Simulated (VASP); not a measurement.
# Cr (Im-3m) in VASP: a series of runs, part 3 of 3

VASP 6.6.1.

### Step 4. Single point, PBE, collinear spin, antiferromagnetic start

Input file INCAR:

```
ALGO = Normal
EDIFF = 1E-6
ENCUT = 520
GGA = PE
ISIF = 2
ISMEAR = -1
ISPIN = 2
LASPH = T
LCHARG = F
LMAXMIX = 4
LORBIT = 11
LREAL = F
LWAVE = F
MAGMOM = -1.7 1.7
NBANDS = 23
NELM = 150
NUPDOWN = 0.0
PREC = Accurate
SIGMA = 0.05
```

Input file KPOINTS:

```
k-points
0
Gamma
  11 11 11
```

Input file POSCAR:

```
Cr
1.0
    2.9688993551      0.0000000000      0.0000000000
    0.0000000000      2.9688993551      0.0000000000
    0.0000000000      0.0000000000      2.9688993551
Cr
2
Direct
    0.0000000000      0.0000000000      0.0000000000
    0.5000000000      0.5000000000      0.5000000000
```

Potentials or basis: VASP PAW PBE potentials, release 64 (Cr_pv).

Command:

```console
cat potpaw_PBE.64/Cr_pv/POTCAR > POTCAR
mpirun -np 1 vasp_std > vasp.out
```

OUTCAR:

```text
EDIFF = 1E-6
   ENCUT = 520
   GGA = PE
   ISIF = 2
   ISMEAR = -1
   ISPIN = 2
   LASPH = T
   LORBIT = 11
   LREAL = F
   NELM = 150
   NUPDOWN = 0.0
   PREC = Accurate

 ion  position               nearest neighbor table
   1  0.000  0.000  0.000-   2 2.57   2 2.57   2 2.57   2 2.57   2 2.57   2 2.57   2 2.57   2 2.57

   2  0.500  0.500  0.500-   1 2.57   1 2.57   1 2.57   1 2.57   1 2.57   1 2.57   1 2.57   1 2.57

  LATTYP: Found a simple cubic cell.
 ALAT       =     2.9688993551

  Lattice vectors:

 A1 = (   2.9688993551,   0.0000000000,   0.0000000000)
 A2 = (   0.0000000000,   2.9688993551,   0.0000000000)
 A3 = (   0.0000000000,   0.0000000000,   2.9688993551)

Analysis of symmetry for initial positions (statically):
=====================================================================
 Subroutine PRICEL returns following result:

  LATTYP: Found a body centered cubic cell.
 ALAT       =     2.9688993551
[... 12 lines left out ...]
 Subroutine GETGRP returns: Found 48 space group operations
 (whereof 48 operations were pure point group operations)
 out of a pool of 48 trial point group operations.

The static configuration has the point symmetry O_h .

Analysis of symmetry for dynamics (positions and initial velocities):
=====================================================================
 Subroutine PRICEL returns following result:

  LATTYP: Found a body centered cubic cell.
 ALAT       =     2.9688993551
[... 12 lines left out ...]
 Subroutine GETGRP returns: Found 48 space group operations
 (whereof 48 operations were pure point group operations)
 out of a pool of 48 trial point group operations.

The dynamic configuration has the point symmetry O_h .

Analysis of structural, dynamic, and magnetic symmetry:
=====================================================================
 Subroutine PRICEL returns following result:

  LATTYP: Found a body centered cubic cell.
 ALAT       =     2.9688993551
[... 12 lines left out ...]
 Subroutine GETGRP returns: Found 48 space group operations
 (whereof 48 operations were pure point group operations)
 out of a pool of 48 trial point group operations.

The overall configuration has the point symmetry O_h .

 Subroutine INISYM returns: Found 48 space group operations
 (whereof 48 operations are pure point group operations),
 and found     2 'primitive' translations

----------------------------------------------------------------------------------------

                                     Primitive cell

  volume of cell :      13.0845

  direct lattice vectors                    reciprocal lattice vectors
     1.484449678  1.484449678 -1.484449678     0.336825160  0.336825160  0.000000000
    -1.484449678  1.484449678  1.484449678    -0.000000000  0.336825160  0.336825160
     1.484449678 -1.484449678  1.484449678     0.336825160  0.000000000  0.336825160

  length of vectors
     2.571142263  2.571142263  2.571142263     0.476342709  0.476342709  0.476342709

  position of ions in fractional coordinates (direct lattice)
     0.000000000  0.000000000  0.000000000

  ion indices of the primitive-cell ions
   primitive index   ion index
                 1           1

----------------------------------------------------------------------------------------

 KPOINTS: k-points
[... 57 lines left out ...]
   NGXF,Y,Z  is equivalent  to a cutoff of  26.88, 26.88, 26.88 a.u.
 SYSTEM =  unknown system
   PREC   = accura    normal or accurate (medium, high low for compatibility)
   ISTART =      0    job   : 0-new  1-cont  2-samecut
   ICHARG =      2    charge: 1-file 2-atom 10-const
   ISPIN  =      2    spin polarized calculation?
   LNONCOLLINEAR =      F non collinear calculations
   LSORBIT =      F    spin-orbit coupling
   LASPH  =      T    aspherical Exc in radial PAW
   ENCUT  =  520.0 eV  38.22 Ry    6.18 a.u.   5.52  5.52  5.52*2*pi/ulx,y,z
   NELM   =    150;   NELMIN=  2; NELMDL= -5     # of ELM steps
   EDIFF  = 0.1E-05   stopping-criterion for ELM
   LREAL  =      F    real-space projection
   EDIFFG = 0.1E-04   stopping-criterion for IOM
   NSW    =      0    number of steps for IOM
   IBRION =     -1    ionic relax: 0-MD 1-quasi-New 2-CG
   NFREE  =      0    steps in history (QN), initial steepest desc. (CG)
   ISIF   =      2    stress and relaxation
   ISYM   =      2    0-nonsym 1-usesym 2-fastsym
   POTIM  = 0.5000    time-step for ionic-motion
   TEBEG  =    0.0;   TEEND  =   0.0 temperature during run
   PSTRESS=    0.0 pullay stress
   NELECT =      24.0000    total number of electrons
   NUPDOWN=       0.0000    fix difference up-down
   EMIN   =  10.00;   EMAX   =-10.00  energy-range for DOS
   EFERMI =   0.00;   METHOD = LEGACY
   ISMEAR =    -1;   SIGMA  =   0.05  broadening in eV -4-tet -1-fermi 0-gaus
   EFERMI_NEDOS =   21; number of points for ismear=-14 and -15
   IALGO  =     38    algorithm
   IMIX   =      4    mixing-type and parameters
     AMIX     =   0.40;   BMIX     =  1.00
     AMIX_MAG =   1.60;   BMIX_MAG =  1.00
  volume/ion in A,a.u.               =      13.08        88.30
  Fermi-wavevector in a.u.,A,eV,Ry     =   1.590559  3.005721 34.421077  2.529878
  Thomas-Fermi vector in A             =   2.689235
   LORBIT       =     11    0 simple, 1 ext, 2 COOP (PROOUT), +10 PAW based schemes
   GGA     = PE    functional components
   LHFCALC =     F    Hartree Fock is set to
   AEXX    =    0.0000 exact exchange contribution
   IVDW    =     0    specifies the selected vdW correction
   LEPSILON=     F    determine dielectric tensor
   LRPA    =     F    only Hartree local field effects (RPA)
 spin polarized calculation
  energy-cutoff  :      520.00
  volume of cell :       26.17
 maximum number of plane-waves:       739
 NGX is ok and might be reduce to    24
   NGX = 11   NGY = 11   NGZ = 11

 number of electron      24.0000016 magnetization      -0.0000000

 number of electron      24.0000016 magnetization       0.0000000

 Free energy of the ion-electron system (eV)
  ---------------------------------------------------
  ext. energy  EPLUGINS =         0.00000000
  ---------------------------------------------------
  free energy    TOTEN  =       -18.93938650 eV

  energy without entropy =      -18.93499707  energy(sigma->0) =      -18.93719178

 E-fermi :   9.3575     XC(G=0): -12.9184

 val. band max:        9.3367400609   @ k =   0.4545   0.4545   0.0909
 cond. band min:       9.4234668120   @ k =   0.3636   0.0909   0.0000
 fundamental gap:      0.0867267511
 Fermi energy:         9.3574792167

 spin component 1

 k-point     1 :       0.0000    0.0000    0.0000
  band No.  band energies     occupation
      1     -34.4330      1.00000
      2     -34.4330      1.00000
      3     -34.4330      1.00000
      4     -32.5801      1.00000
      5     -32.5801      1.00000
      6     -32.5801      1.00000
[... 613 lines left out ...]
     22      20.8860      0.00000
     23      26.4890      0.00000

 [... further k-points ...]

 spin component 2

 k-point     1 :       0.0000    0.0000    0.0000
  band No.  band energies     occupation
      1     -34.4330      1.00000
      2     -34.4330      1.00000
      3     -34.4330      1.00000
      4     -32.5801      1.00000
      5     -32.5801      1.00000
      6     -32.5801      1.00000
[... 613 lines left out ...]
     22      20.8860      0.00000
     23      26.4890      0.00000

 [... further k-points ...]
[... 5 lines left out ...]
  --------------------------------------------------------------------------------------
  -------------------------------------------------------------------------------------
  Total       -2.1897735     -2.1897735     -2.1897735     -0.0000000      0.0000000      0.0000000
  in kB     -134.0674494   -134.0674494   -134.0674494     -0.0000000      0.0000000      0.0000000
  external PRESSURE =    -134.0674494 kB  Pullay stress =       0.0000000 kB

 VOLUME and BASIS-vectors are now :
 -----------------------------------------------------------------------------
  energy-cutoff  :      520.00
  volume of cell :       26.17
      direct lattice vectors                 reciprocal lattice vectors
     2.968899355  0.000000000  0.000000000     0.336825160  0.000000000  0.000000000
     0.000000000  2.968899355  0.000000000     0.000000000  0.336825160  0.000000000
     0.000000000  0.000000000  2.968899355     0.000000000  0.000000000  0.336825160

 POSITION                                       TOTAL-FORCE (eV/Angst)
 -----------------------------------------------------------------------------------
      0.00000      0.00000      0.00000        -0.000000     -0.000000     -0.000000
      1.48445      1.48445      1.48445         0.000000      0.000000      0.000000
 -----------------------------------------------------------------------------------
    total drift:                                0.000000      0.000000     -0.000000

  FREE ENERGIE OF THE ION-ELECTRON SYSTEM (eV)
  ---------------------------------------------------
  free  energy   TOTEN  =       -18.9393864964 eV

  energy  without entropy=      -18.9349970680  energy(sigma->0) =      -18.93719178

 total charge

# of ion       s       p       d       tot
------------------------------------------
    1        0.396   6.330   4.097  10.823
    2        0.396   6.330   4.097  10.823
--------------------------------------------------
tot          0.792  12.660   8.194  21.646

 magnetization (x)

# of ion       s       p       d       tot
------------------------------------------
    1       -0.023  -0.017  -1.761  -1.801
    2        0.023   0.017   1.761   1.801
--------------------------------------------------
tot         -0.000   0.000   0.000  -0.000
```

OSZICAR:

```text
N       E                     dE             d eps       ncg     rms          rms(c)
DAV:   1     0.244335942497E+03    0.24434E+03   -0.13272E+04  5152   0.125E+03
DAV:   2    -0.140842547122E+02   -0.25842E+03   -0.24891E+03  5257   0.377E+02
DAV:   3    -0.220808227582E+02   -0.79966E+01   -0.79434E+01  6356   0.786E+01
DAV:   4    -0.221551692944E+02   -0.74347E-01   -0.74253E-01  5888   0.754E+00
DAV:   5    -0.221561974215E+02   -0.10281E-02   -0.10275E-02  5530   0.851E-01    0.169E+01
DAV:   6    -0.188540878664E+02    0.33021E+01   -0.10959E+01  5453   0.381E+01    0.601E+00
DAV:   7    -0.189038350540E+02   -0.49747E-01   -0.45487E-01  5509   0.693E+00    0.299E+00
DAV:   8    -0.189165028742E+02   -0.12668E-01   -0.58059E-02  5782   0.124E+00    0.132E+00
DAV:   9    -0.189328037474E+02   -0.16301E-01   -0.22296E-01  6522   0.206E+00    0.698E-01
DAV:  10    -0.189357642173E+02   -0.29605E-02   -0.97168E-03  5656   0.596E-01    0.477E-01
DAV:  11    -0.189391534140E+02   -0.33892E-02   -0.54249E-02  6251   0.108E+00    0.257E-01
DAV:  12    -0.189393703844E+02   -0.21697E-03   -0.13209E-03  5285   0.227E-01    0.711E-02
DAV:  13    -0.189393798591E+02   -0.94747E-05   -0.21627E-05  5880   0.383E-02    0.268E-02
DAV:  14    -0.189393831877E+02   -0.33286E-05   -0.21444E-05  5705   0.226E-02    0.237E-02
DAV:  15    -0.189393868705E+02   -0.36828E-05   -0.10584E-05  5182   0.196E-02    0.584E-03
DAV:  16    -0.189393864964E+02    0.37412E-06   -0.13153E-06  2772   0.682E-03
   1 F= -.18939386E+02 E0= -.18937192E+02  d E =-.438943E-02  mag=    -0.0000
```

stdout:

```text
POSCAR found type information on POSCAR Cr
 POSCAR found :  1 types and       2 ions
 scaLAPACK will be used
 LDA part: xc-table for (Slater+PW92), standard interpolation
 POSCAR, INCAR and KPOINTS ok, starting setup
 FFT: planning ... GRIDC
 FFT: planning ... GRID_SOFT
 FFT: planning ... GRID
 WAVECAR not read
 entering main loop
```

Wall time 48 s (1 thread of Intel Xeon Platinum 8259CL at 2.50GHz (Skylake/Cascade Lake), shared host); peak memory 0.17 GiB.

Results:

```
Free energy                                           : -18.9394 eV
Pressure                                              : -13.4 GPa
Net moment                                            : 0.00 μB per cell
Site moments                                          : Cr -1.80, +1.80 μB
Valence electrons inside the program's atomic spheres : Cr 10.82
```

Caveat: the cell stands under tension; the total moment is fixed, so each spin has its own Fermi level.

### Step 5. Overview

| spin | fixed moment (μB) | gap on the mesh (eV) | pressure (GPa) | moment (μB) |
| --- | --- | --- | --- | --- |
| off | - | none | -25.0 | - |
| collinear, antiferromagnetic start | - | none | -13.4 | 0.00 |
| collinear, antiferromagnetic start | 0.0 | - | -13.4 | 0.00 |

Alike in all rows: task single point; level PBE; potentials or basis VASP PAW PBE potentials, release 64 (Cr_pv); cell as given; k mesh 11 × 11 × 11; cutoff (eV) 520; smearing fermi-dirac 0.05 eV.

Caveats: the cell stands under tension; an empty level that is flat over the whole mesh can mark a ghost state of the potentials, or a narrow d or f band (at least some runs); the total moment is fixed, so each spin has its own Fermi level (at least some runs).

Absolute energies hang on the potentials; compare differences alone.
